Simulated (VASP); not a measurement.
A run of VASP 6.6.1:

Contents of INCAR:

```
SYSTEM = MnO
  PREC = Accurate
  ENCUT = 600
  EDIFF = 1E-6
  ISMEAR = 0
  SIGMA = 0.05
  LREAL = .False.
  LASPH = .True.
  NELM = 200
  ALGO = Normal
  ISIF = 2
  LWAVE = .False.
  LCHARG = .False.
  ISPIN = 2
  MAGMOM = 5 0
  LORBIT = 11
  LMAXMIX = 4
  LDAU = .True.
  LDAUTYPE = 2
  LDAUL = 2 -1
  LDAUU = 3.9 0
  LDAUJ = 0 0
  LDAUPRINT = 1
  GGA = PE
  NBANDS = 22
  GGA_COMPAT = .False.
```

KPOINTS

```
regular mesh
0
Gamma
  5 5 5
  0 0 0
```

File POSCAR:

```
MnO
1.0
    0.0000000000      2.2220003343      2.2220003343
    2.2220003343      0.0000000000      2.2220003343
    2.2220003343      2.2220003343      0.0000000000
Mn O
1 1
Direct
    0.0000000000      0.0000000000      0.0000000000
    0.5000000000      0.5000000000      0.5000000000
```

Potentials or basis: VASP PAW PBE potentials, release 64 (Mn_sv, O).

The run is started by

```sh
$ cat potpaw_PBE.64/Mn_sv/POTCAR potpaw_PBE.64/O/POTCAR > POTCAR
$ mpirun -np 1 vasp_std > vasp.out
```

Hardware: 1 thread of AMD EPYC 7R13 Processor (Zen 3) (shared host).

Problem. Estimate the wall time of this run.

Solution. Run time: 30 s on 1 thread of AMD EPYC 7R13 Processor (Zen 3), with other jobs on the host, peak memory 0.13 GiB. Counts: scf iterations 14, k points 10.
